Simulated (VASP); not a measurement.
A run of VASP 6.6.1 is set up as follows.

INCAR

```
PREC = Accurate ; ENCUT = 520
EDIFF = 1E-6 ; ISMEAR = 0
SIGMA = 0.1 ; LREAL = F
LASPH = T ; NELM = 80
ALGO = Normal ; ISIF = 2
LWAVE = F ; LCHARG = F
GGA = PE ; NBANDS = 48
```

Contents of KPOINTS:

```
Automatic mesh
0
Gamma
  6 6 6
```

POSCAR

```
Nb2Te6Mo
1.0
    3.1338831558      1.8093482836      7.8152682669
   -3.1338831558      1.8093482836      7.8152682669
    0.0000000000     -3.6186965672      7.8152682669
Nb Te Mo
2 6 1
Direct
    0.8332741072      0.8332741072      0.8332741072
    0.1667258928      0.1667258928      0.1667258928
    0.9078362385      0.5791134087      0.2498088147
    0.2498088147      0.9078362385      0.5791134087
    0.5791134087      0.2498088147      0.9078362385
    0.0921637615      0.4208865913      0.7501911853
    0.4208865913      0.7501911853      0.0921637615
    0.7501911853      0.0921637615      0.4208865913
    0.5000000000      0.5000000000      0.5000000000
```

Potentials or basis: VASP PAW PBE potentials, release 64 (Nb_sv, Te, Mo_sv).

The run is started by

```sh
$ cat potpaw_PBE.64/Nb_sv/POTCAR potpaw_PBE.64/Te/POTCAR potpaw_PBE.64/Mo_sv/POTCAR > POTCAR
$ mpirun -np 1 vasp_std > vasp.out
```

Q: Predict the band gap on the k mesh.

A: Zero (bands 38 and 39 overlap by 1.39 eV).

Q: What does it give for the largest force?

A: 0.005 eV/Å.

Q: Predict the pressure.

A: 0.0 GPa.

Stress tensor (GPa, compression positive):
```
-0.08  0.00  0.00
 0.00 -0.08  0.00
 0.00  0.00  0.01
```

Caveat: spin-orbit coupling is left out, which moves the levels of the heavy elements.
